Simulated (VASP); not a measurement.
# Al (P6/mmm) in VASP: a series of runs, part 2 of 3

VASP 6.6.1.

## 3. Single point, PBE

File INCAR:

```
  PREC = Accurate
  ENCUT = 520
  EDIFF = 1E-7
  ISMEAR = -1
  SIGMA = 0.05
  LREAL = False
  LASPH = True
  NELM = 100
  ALGO = Normal
  ISIF = 2
  LWAVE = False
  LCHARG = True
  GGA = PE
  LELF = True
  LVHAR = True
  NBANDS = 8
```

File KPOINTS:

```
Automatic mesh
0
Gamma
  19 19 17
```

File POSCAR:

```
Al
1.0
    2.3303805522      0.0000000000      0.0000000000
   -1.1651902761      2.0181687587      0.0000000000
    0.0000000000      0.0000000000      2.2812321215
Al
1
Direct
    0.0000000000      0.0000000000      0.0000000000
```

Potentials or basis: VASP PAW PBE potentials, release 64 (Al).

Started as:

```bash
$ cat potpaw_PBE.64/Al/POTCAR > POTCAR
$ mpirun -np 1 vasp_std > vasp.out
```

OUTCAR:

```text
PREC = Accurate
   ENCUT = 520
   EDIFF = 1E-7
   ISMEAR = -1
   LREAL = False
   LASPH = True
   NELM = 100
   ISIF = 2
   GGA = PE

 ion  position               nearest neighbor table
   1  0.000  0.000  0.000-

  LATTYP: Found a hexagonal cell.
 ALAT       =     2.3303805522
 C/A-ratio  =     0.9789096975

  Lattice vectors:

 A1 = (   2.3303805522,   0.0000000000,   0.0000000000)
 A2 = (  -1.1651902761,   2.0181687587,   0.0000000000)
 A3 = (   0.0000000000,   0.0000000000,   2.2812321215)

Analysis of symmetry for initial positions (statically):
=====================================================================
 Subroutine PRICEL returns:
 Original cell was already a primitive cell.

 Routine SETGRP: Setting up the symmetry group for a
 hexagonal supercell.

 Subroutine GETGRP returns: Found 24 space group operations
 (whereof 24 operations were pure point group operations)
 out of a pool of 24 trial point group operations.

The static configuration has the point symmetry D_6h.

Analysis of symmetry for dynamics (positions and initial velocities):
=====================================================================
 Subroutine PRICEL returns:
 Original cell was already a primitive cell.

 Routine SETGRP: Setting up the symmetry group for a
 hexagonal supercell.

 Subroutine GETGRP returns: Found 24 space group operations
 (whereof 24 operations were pure point group operations)
 out of a pool of 24 trial point group operations.

The dynamic configuration has the point symmetry D_6h.

 Subroutine INISYM returns: Found 24 space group operations
 (whereof 24 operations are pure point group operations),
 and found     1 'primitive' translations

----------------------------------------------------------------------------------------

                                     Primitive cell

  volume of cell :      10.7289

  direct lattice vectors                    reciprocal lattice vectors
     2.330380552  0.000000000  0.000000000     0.429114463  0.247749351  0.000000000
    -1.165190276  2.018168759  0.000000000     0.000000000  0.495498702  0.000000000
     0.000000000  0.000000000  2.281232121     0.000000000  0.000000000  0.438359600

  length of vectors
     2.330380552  2.330380552  2.281232121     0.495498702  0.495498702  0.438359600

  position of ions in fractional coordinates (direct lattice)
     0.000000000  0.000000000  0.000000000

  ion indices of the primitive-cell ions
   primitive index   ion index
                 1           1

----------------------------------------------------------------------------------------

 KPOINTS: Automatic mesh

Automatic generation of k-mesh.
 Grid dimensions read from file:
 generate k-points for:   19   19   17

 Generating k-lattice:

  Cartesian coordinates                     Fractional coordinates (reciprocal lattice)
     0.022584972  0.013039440  0.000000000     0.052631579 -0.000000000  0.000000000
     0.000000000  0.026078879  0.000000000     0.000000000  0.052631579  0.000000000
     0.000000000  0.000000000  0.025785859     0.000000000  0.000000000  0.058823529

  Length of vectors
     0.026078879  0.026078879  0.025785859

  Shift w.r.t. Gamma in fractional coordinates (k-lattice)
     0.000000000  0.000000000  0.000000000

 Subroutine IBZKPT returns following result:
 ===========================================

 Found    360 irreducible k-points:

 Following reciprocal coordinates:
            Coordinates               Weight
  0.000000  0.000000  0.000000      1.000000
  0.052632  0.000000  0.000000      6.000000
  0.105263  0.000000  0.000000      6.000000
  0.157895 -0.000000  0.000000      6.000000
  0.210526 -0.000000  0.000000      6.000000
  0.263158 -0.000000  0.000000      6.000000
[... 16 lines left out ...]
  0.263158  0.105263  0.000000     12.000000
  0.315789  0.105263  0.000000     12.000000
 [... further k-points ...]
   k-points           NKPTS =    360   k-points in BZ     NKDIM =    360   number of bands    NBANDS=      8
   number of dos      NEDOS =    301   number of ions     NIONS =      1
   total plane-waves  NPLWV =   5832
   dimension x,y,z NGX =    18 NGY =   18 NGZ =   18
   dimension x,y,z NGXF=    36 NGYF=   36 NGZF=   36
   ions per type =               1
   NGX,Y,Z   is equivalent  to a cutoff of  12.84, 12.84, 13.12 a.u.
   NGXF,Y,Z  is equivalent  to a cutoff of  25.68, 25.68, 26.24 a.u.
 SYSTEM =  unknown system
   PREC   = accura    normal or accurate (medium, high low for compatibility)
   ISTART =      0    job   : 0-new  1-cont  2-samecut
   ICHARG =      2    charge: 1-file 2-atom 10-const
   ISPIN  =      1    spin polarized calculation?
   LNONCOLLINEAR =      F non collinear calculations
   LSORBIT =      F    spin-orbit coupling
   LASPH  =      T    aspherical Exc in radial PAW
   ENCUT  =  520.0 eV  38.22 Ry    6.18 a.u.   4.33  4.33  4.24*2*pi/ulx,y,z
   NELM   =    100;   NELMIN=  2; NELMDL= -5     # of ELM steps
   EDIFF  = 0.1E-06   stopping-criterion for ELM
   LREAL  =      F    real-space projection
   EDIFFG = 0.1E-05   stopping-criterion for IOM
   NSW    =      0    number of steps for IOM
   IBRION =     -1    ionic relax: 0-MD 1-quasi-New 2-CG
   NFREE  =      0    steps in history (QN), initial steepest desc. (CG)
   ISIF   =      2    stress and relaxation
   ISYM   =      2    0-nonsym 1-usesym 2-fastsym
   POTIM  = 0.5000    time-step for ionic-motion
   TEBEG  =    0.0;   TEEND  =   0.0 temperature during run
   PSTRESS=    0.0 pullay stress
   NELECT =       3.0000    total number of electrons
   NUPDOWN=      -1.0000    fix difference up-down
   EMIN   =  10.00;   EMAX   =-10.00  energy-range for DOS
   EFERMI =   0.00;   METHOD = LEGACY
   ISMEAR =    -1;   SIGMA  =   0.05  broadening in eV -4-tet -1-fermi 0-gaus
   EFERMI_NEDOS =   21; number of points for ismear=-14 and -15
   IALGO  =     38    algorithm
   IMIX   =      4    mixing-type and parameters
     AMIX     =   0.40;   BMIX     =  1.00
     AMIX_MAG =   1.60;   BMIX_MAG =  1.00
  volume/ion in A,a.u.               =      10.73        72.40
  Fermi-wavevector in a.u.,A,eV,Ry     =   1.070526  2.023001 15.592636  1.146026
  Thomas-Fermi vector in A             =   2.206239
   LORBIT       =      0    0 simple, 1 ext, 2 COOP (PROOUT), +10 PAW based schemes
   GGA     = PE    functional components
   LHFCALC =     F    Hartree Fock is set to
   AEXX    =    0.0000 exact exchange contribution
   IVDW    =     0    specifies the selected vdW correction
   LEPSILON=     F    determine dielectric tensor
   LRPA    =     F    only Hartree local field effects (RPA)
 non-spin polarized calculation
  energy-cutoff  :      520.00
  volume of cell :       10.73
 maximum number of plane-waves:       315
 NGX is ok and might be reduce to    18
   NGX =  9   NGY =  9   NGZ =  9

 number of electron       3.0000000 magnetization

 Free energy of the ion-electron system (eV)
  ---------------------------------------------------
  ext. energy  EPLUGINS =         0.00000000
  ---------------------------------------------------
  free energy    TOTEN  =        -1.76658209 eV

  energy without entropy =       -1.76384707  energy(sigma->0) =       -1.76521458

 E-fermi :  13.1410     XC(G=0): -11.8516

 val. band max:       13.1190735974   @ k =   0.3684   0.0526   0.4118
 cond. band min:      13.1417526289   @ k =   0.1053   0.1053   0.2941
 fundamental gap:      0.0226790315
 Fermi energy:        13.1409613412

 k-point     1 :       0.0000    0.0000    0.0000
  band No.  band energies     occupation
      1      -1.1161      2.00000
      2      22.1296      0.00000
      3      25.8593      0.00000
      4      29.2710      0.00000
      5      29.2710      0.00000
      6      33.6507      0.00000
      7      33.6507      0.00000
      8      34.1383      0.00000

 k-point     2 :       0.0526    0.0000    0.0000
  band No.  band energies     occupation
      1      -1.0158      2.00000
      2      22.1173      0.00000
      3      25.9291      0.00000
      4      27.8413      0.00000
      5      28.9257      0.00000
      6      33.5082      0.00000
      7      34.1545      0.00000
      8      35.6260      0.00000
[... 221 lines left out ...]
 k-point    23 :       0.2632    0.1053    0.0000
  band No.  band energies     occupation
      1       2.7064      2.00000
      2      14.8953      0.00000
      3      19.8996      0.00000
      4      27.5552      0.00000
      5      28.5758      0.00000
      6      33.8222      0.00000
      7      39.5208      0.00000
      8      40.5933      0.00000

 k-point    24 :       0.3158    0.1053    0.0000
  band No.  band energies     occupation
      1       3.9371      2.00000
      2      12.7507      1.99918
      3      19.4879      0.00000
      4      27.7733      0.00000
      5      29.4450      0.00000
      6      34.1509      0.00000
      7      37.7250      0.00000
      8      41.8259      0.00000

 [... further k-points ...]
[... 5 lines left out ...]
  --------------------------------------------------------------------------------------
  -------------------------------------------------------------------------------------
  Total        7.4316766      7.4316766      7.4169212      0.0000000     -0.0000000      0.0000000
  in kB     1109.7970886   1109.7970886   1107.5936149      0.0000000     -0.0000000      0.0000000
  external PRESSURE =    1109.0625974 kB  Pullay stress =       0.0000000 kB

 VOLUME and BASIS-vectors are now :
 -----------------------------------------------------------------------------
  energy-cutoff  :      520.00
  volume of cell :       10.73
      direct lattice vectors                 reciprocal lattice vectors
     2.330380552  0.000000000  0.000000000     0.429114463  0.247749351  0.000000000
    -1.165190276  2.018168759  0.000000000     0.000000000  0.495498702  0.000000000
     0.000000000  0.000000000  2.281232121     0.000000000  0.000000000  0.438359600

 POSITION                                       TOTAL-FORCE (eV/Angst)
 -----------------------------------------------------------------------------------
      0.00000      0.00000      0.00000         0.000000      0.000000      0.000000
 -----------------------------------------------------------------------------------
    total drift:                                0.000000      0.000000      0.000000

  FREE ENERGIE OF THE ION-ELECTRON SYSTEM (eV)
  ---------------------------------------------------
  free  energy   TOTEN  =        -1.7665820854 eV

  energy  without entropy=       -1.7638470718  energy(sigma->0) =       -1.76521458
```

stdout:

```text
POSCAR found type information on POSCAR Al
 POSCAR found :  1 types and       1 ions
 scaLAPACK will be used
 LDA part: xc-table for (Slater+PW92), standard interpolation
 POSCAR, INCAR and KPOINTS ok, starting setup
 FFT: planning ... GRIDC
 FFT: planning ... GRID_SOFT
 FFT: planning ... GRID
 WAVECAR not read
 entering main loop
```

Wall time 36 s (1 thread of Intel Xeon Platinum 8259CL at 2.50GHz (Skylake/Cascade Lake), shared host); peak memory 0.13 GiB.

Results:

| Quantity | Value |
| --- | --- |
| Free energy | -1.7666 eV |
| Pressure | 110.9 GPa |

Stress tensor (GPa, compression positive):
```
110.98   0.00   0.00
  0.00 110.98   0.00
  0.00   0.00 110.76
```

(Part 2 of 3 ends here.)
